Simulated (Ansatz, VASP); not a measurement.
# Ga in VASP and in Ansatz

```
CELL_PARAMETERS angstrom
4.55005 0.00000 0.00000
-2.27502 3.94046 0.00000
0.00000 0.00000 2.92123
ATOMIC_POSITIONS crystal
Ga 0.00000 0.00000 0.00000
Ga 0.33333 0.66667 0.50000
Ga 0.66667 0.33333 0.50000
```

Alike in both runs: task single point; functional revPBE; k mesh 9 × 9 × 12; occupations fermi-dirac, width 0.1 eV; no spin polarisation.

|  | VASP | Ansatz |
| --- | --- | --- |
| version | VASP 6.6.1 | Ansatz 0.2.0 |
| potentials or method | VASP PAW PBE potentials, release 64 (Ga_d), cutoff 520 eV | plane waves (420 eV) with PAW, scalar-relativistic |
| valence electrons in the cell | 39 | 39 |

|  | VASP | Ansatz | Ansatz less VASP |
| --- | --- | --- | --- |
| pressure (GPa) | 8.0 | 7.7 | -0.27 |
| traceless stress, the component that is largest in VASP (GPa) | -0.99 | -0.95 | +0.041 |

VASP's potentials were made for PBE, not for revPBE. The functional is the same, so the differences come from potentials, cutoffs and numerics.
